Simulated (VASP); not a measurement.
Wanted: the native input for a VASP 6.6.1 run.

```yaml
Task: single point
Functional: PBE
Potentials_or_basis: VASP PAW PBE potentials, release 64 (Ta_pv, N)
Cutoff: 520 eV
k_mesh: 18 × 18 × 18
Occupations: gaussian, width 0.15 eV
Spin: no spin polarisation
Dipole_correction: no
Further_INCAR_settings: ALGO = Normal; EDIFF = 1e-06; NBANDS = 15
```

The structure of TaN lies in POSCAR:

```
TaN
1.0
    0.0000000000      2.2007900000      2.1790000000
    2.1790000000      0.0000000000      2.1790000000
    2.1790000000      2.2007900000      0.0000000000
Ta N
1 1
Direct
    0.5000000000      0.5000000000      0.5000000000
    0.0000000000      0.0000000000      0.0000000000
```

This cell differs from its parent crystal: strain +0.0100 x Voigt [0, 1, 0, 0, 0, 0].

These files were run (other wordings do the same):

INCAR

```
PREC = Accurate
ENCUT = 520
EDIFF = 1E-6
ISMEAR = 0
SIGMA = 0.15
LREAL = False
LASPH = True
NELM = 60
ALGO = Normal
ISIF = 2
LWAVE = False
LCHARG = True
GGA = PE
LELF = True
LVHAR = True
NBANDS = 15
```

KPOINTS

```
Automatic mesh
0
Gamma
  18 18 18
```

Potentials or basis: VASP PAW PBE potentials, release 64 (Ta_pv, N).

Launch:

```sh
$ cat potpaw_PBE.64/Ta_pv/POTCAR potpaw_PBE.64/N/POTCAR > POTCAR
$ mpirun -np 1 vasp_std > vasp.out
```

Results of the run:

```json
{
 "Pressure": "11.7 GPa",
 "Band gap on the k mesh": "zero (bands 8 and 9 overlap by 4.03 eV)"
}
```

Caveat: the cell differs from its parent crystal (strain +0.0100 x Voigt [0, 1, 0, 0, 0, 0]); the cell stands under pressure; spin-orbit coupling is left out, which moves the levels of the heavy elements.

Wall time 85 s on 1 thread of AMD EPYC 9R45 96-Core Processor (Zen 5), on a shared host, peak memory 0.24 GiB.
